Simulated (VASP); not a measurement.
# Os (Fm-3m) in VASP: single point with PBE

Aim: the single point of Os with PBE.

Everything below comes from runs of VASP 6.6.1. Logs are shortened: lines on timing, memory, paths and dates and some standing lists are left out, and cuts for length are marked.

### Step 1. The cell of the first run

It takes space group Fm-3m (No. 225, cubic). Conventional cell: a = 3.856 Å, b = 3.856 Å, c = 3.856 Å, α = 90.00°, β = 90.00°, γ = 90.00°. Os (site symmetry m-3m) has 12 Os at 2.73 Å within 3.6 Å.

This isn't the form of Os at room conditions, which is hcp.

### Step 2. Single point, PBE

File INCAR:

```
PREC     = Accurate       # precision mode
ENCUT    = 520            # plane-wave cutoff, eV
EDIFF    = 1E-6           # SCF threshold, eV
ISMEAR   = -1             # smearing method
SIGMA    = 0.08           # smearing width, eV
LREAL    = False          # projectors in reciprocal space
LASPH    = True           # aspherical terms in the spheres
NELM     = 100            # most SCF steps
ALGO     = Normal         # electronic algorithm
ISIF     = 2              # what is computed and relaxed
LWAVE    = False          # write WAVECAR
LCHARG   = False          # write CHGCAR
GGA      = PE             # functional
NBANDS   = 33             # bands
```

File KPOINTS:

```
Automatic mesh
0
Gamma
  5 12 7
```

File POSCAR:

```
Os
1.0
   -3.8561071758      3.8561071758      3.8561071758
    0.0000000000     -1.9280535879      1.9280535879
    3.8561071758      1.9280535879      1.9280535879
Os
6
Direct
    0.0000000000      0.0000000000      0.0000000000
    0.0000000000      0.5000000000      0.5000000000
    0.3333333330      0.0000000000      0.3333333330
    0.3333333330      0.5000000000      0.8333333330
    0.6666666670      0.5000000000      0.1666666670
    0.6666666670      0.0000000000      0.6666666670
```

Potentials or basis: VASP PAW PBE potentials, release 64 (Os).

Launch:

```console
$ cat potpaw_PBE.64/Os/POTCAR > POTCAR
$ mpirun -np 1 vasp_std > vasp.out
```

OUTCAR:

```text
PREC = Accurate
   ENCUT = 520
   EDIFF = 1E-6
   ISMEAR = -1
   LREAL = False
   LASPH = True
   NELM = 100
   ISIF = 2
   GGA = PE

 ion  position               nearest neighbor table
   1  0.000  0.000  0.000-   3 2.73   6 2.73   5 2.73   4 2.73   4 2.73   5 2.73   2 2.73   2 2.73
                             2 2.73   2 2.73
   2  0.000  0.500  0.500-   4 2.73   5 2.73   3 2.73   6 2.73   3 2.73   6 2.73   1 2.73   1 2.73
                             1 2.73   1 2.73
   3  0.333  0.000  0.333-   1 2.73   2 2.73   2 2.73   4 2.73   4 2.73   4 2.73   4 2.73   5 2.73
                             5 2.73   6 2.73
   4  0.333  0.500  0.833-   2 2.73   1 2.73   1 2.73   3 2.73   3 2.73   3 2.73   3 2.73   6 2.73
                             6 2.73   5 2.73
   5  0.667  0.500  0.167-   2 2.73   1 2.73   1 2.73   6 2.73   6 2.73   6 2.73   6 2.73   3 2.73
                             3 2.73   4 2.73
   6  0.667  0.000  0.667-   1 2.73   2 2.73   2 2.73   5 2.73   5 2.73   5 2.73   5 2.73   4 2.73
                             4 2.73   3 2.73

  LATTYP: Found a simple orthorhombic cell.
 ALAT       =     2.7266795330
 B/A-ratio  =     1.7320508076
 C/A-ratio  =     2.4494897428

  Lattice vectors:

 A1 = (   0.0000000000,  -1.9280535879,   1.9280535879)
 A2 = (   3.8561071758,   1.9280535879,   1.9280535879)
 A3 = (  -3.8561071758,   3.8561071758,   3.8561071758)

Analysis of symmetry for initial positions (statically):
=====================================================================
 Subroutine PRICEL returns following result:

  LATTYP: Found a face centered cubic cell.
 ALAT       =     3.8561071739

  Lattice vectors:

 A1 = (   1.9280535879,  -1.9280535860,   0.0000000019)
 A2 = (   0.0000000000,  -1.9280535860,  -1.9280535860)
 A3 = (   1.9280535879,   0.0000000019,  -1.9280535860)

   6 primitive cells build up your supercell.

 Routine SETGRP: Setting up the symmetry group for a
 simple orthorhombic supercell.

 Subroutine GETGRP returns: Found  4 space group operations
 (whereof  4 operations were pure point group operations)
 out of a pool of  8 trial point group operations.

The static configuration has the point symmetry C_2h.

Analysis of symmetry for dynamics (positions and initial velocities):
=====================================================================
 Subroutine PRICEL returns following result:

  LATTYP: Found a face centered cubic cell.
[... 110 lines left out ...]
   LNONCOLLINEAR =      F non collinear calculations
   LSORBIT =      F    spin-orbit coupling
   LASPH  =      T    aspherical Exc in radial PAW
   ENCUT  =  520.0 eV  38.22 Ry    6.18 a.u.  12.42  5.07  8.78*2*pi/ulx,y,z
   NELM   =    100;   NELMIN=  2; NELMDL= -5     # of ELM steps
   EDIFF  = 0.1E-05   stopping-criterion for ELM
   LREAL  =      F    real-space projection
   EDIFFG = 0.1E-04   stopping-criterion for IOM
   NSW    =      0    number of steps for IOM
   IBRION =     -1    ionic relax: 0-MD 1-quasi-New 2-CG
   NFREE  =      0    steps in history (QN), initial steepest desc. (CG)
   ISIF   =      2    stress and relaxation
   ISYM   =      2    0-nonsym 1-usesym 2-fastsym
   POTIM  = 0.5000    time-step for ionic-motion
   TEBEG  =    0.0;   TEEND  =   0.0 temperature during run
   PSTRESS=    0.0 pullay stress
   NELECT =      48.0000    total number of electrons
   NUPDOWN=      -1.0000    fix difference up-down
   EMIN   =  10.00;   EMAX   =-10.00  energy-range for DOS
   EFERMI =   0.00;   METHOD = LEGACY
   ISMEAR =    -1;   SIGMA  =   0.08  broadening in eV -4-tet -1-fermi 0-gaus
   EFERMI_NEDOS =   21; number of points for ismear=-14 and -15
   IALGO  =     38    algorithm
   IMIX   =      4    mixing-type and parameters
     AMIX     =   0.40;   BMIX     =  1.00
     AMIX_MAG =   1.60;   BMIX_MAG =  1.00
  volume/ion in A,a.u.               =      14.33        96.74
  Fermi-wavevector in a.u.,A,eV,Ry     =   1.347853  2.547072 24.717794  1.816707
  Thomas-Fermi vector in A             =   2.475569
   LORBIT       =      0    0 simple, 1 ext, 2 COOP (PROOUT), +10 PAW based schemes
   GGA     = PE    functional components
   LHFCALC =     F    Hartree Fock is set to
   AEXX    =    0.0000 exact exchange contribution
   IVDW    =     0    specifies the selected vdW correction
   LEPSILON=     F    determine dielectric tensor
   LRPA    =     F    only Hartree local field effects (RPA)
 non-spin polarized calculation
  energy-cutoff  :      520.00
  volume of cell :       86.01
 maximum number of plane-waves:      2352
 NGX is ok and might be reduce to    50
   NGX = 25   NGY = 11   NGZ = 17

 number of electron      48.0000004 magnetization

 Free energy of the ion-electron system (eV)
  ---------------------------------------------------
  ext. energy  EPLUGINS =         0.00000000
  ---------------------------------------------------
  free energy    TOTEN  =       -66.73447918 eV

  energy without entropy =      -66.63252581  energy(sigma->0) =      -66.68350250

 E-fermi :   9.0003     XC(G=0): -13.9150

 val. band max:        8.9959983673   @ k =   0.4000   0.5000   0.4286
 cond. band min:       9.0086103603   @ k =  -0.4000  -0.4167   0.4286
 fundamental gap:      0.0126119930
 Fermi energy:         9.0003096581

 k-point     1 :       0.0000    0.0000    0.0000
  band No.  band energies     occupation
      1      -1.6232      2.00000
      2       1.3413      2.00000
      3       1.3413      2.00000
      4       1.6302      2.00000
      5       2.3289      2.00000
      6       2.4170      2.00000
[... 853 lines left out ...]
     32      11.1492      0.00000
     33      11.2036      0.00000

 [... further k-points ...]
[... 5 lines left out ...]
  --------------------------------------------------------------------------------------
  -------------------------------------------------------------------------------------
  Total       -0.0081667     -0.0807436     -0.0807436      0.0673015      0.0573541      0.0673015
  in kB       -0.1521316     -1.5041124     -1.5041124      1.2537094      1.0684074      1.2537093
  external PRESSURE =      -1.0534521 kB  Pullay stress =       0.0000000 kB

 VOLUME and BASIS-vectors are now :
 -----------------------------------------------------------------------------
  energy-cutoff  :      520.00
  volume of cell :       86.01
      direct lattice vectors                 reciprocal lattice vectors
    -3.856107176  3.856107176  3.856107176    -0.086442964  0.086442964  0.086442964
     0.000000000 -1.928053588  1.928053588     0.000000000 -0.259328892  0.259328892
     3.856107176  1.928053588  1.928053588     0.172885928  0.086442964  0.086442964

 POSITION                                       TOTAL-FORCE (eV/Angst)
 -----------------------------------------------------------------------------------
      0.00000      0.00000      0.00000        -0.000000      0.000000     -0.000000
      1.92805      0.00000      1.92805         0.000000      0.000000      0.000000
      0.00000      1.92805      1.92805        -0.000000      0.000000      0.000000
      1.92805      1.92805      3.85611        -0.000000      0.000000     -0.000000
     -1.92805      1.92805      3.85611         0.000000     -0.000000     -0.000000
      0.00000      3.85611      3.85611         0.000000     -0.000000     -0.000000
 -----------------------------------------------------------------------------------
    total drift:                               -0.000000     -0.000000      0.000000

  FREE ENERGIE OF THE ION-ELECTRON SYSTEM (eV)
  ---------------------------------------------------
  free  energy   TOTEN  =       -66.7344791822 eV

  energy  without entropy=      -66.6325258147  energy(sigma->0) =      -66.68350250
```

stdout:

```text
POSCAR found type information on POSCAR Os
 POSCAR found :  1 types and       6 ions
 scaLAPACK will be used
 LDA part: xc-table for (Slater+PW92), standard interpolation
 POSCAR, INCAR and KPOINTS ok, starting setup
 FFT: planning ... GRIDC
 FFT: planning ... GRID_SOFT
 FFT: planning ... GRID
 WAVECAR not read
 entering main loop
```

Wall time 5.7 min (1 thread of AMD EPYC 7R43 (Zen 3), shared host); peak memory 0.33 GiB.

What came out:

* Free energy: -66.7345 eV
* Pressure: -0.1 GPa
* Band gap on the k mesh: zero (bands 24 and 25 overlap by 3.18 eV)

Caveat: spin-orbit coupling is left out, which moves the levels of the heavy elements.
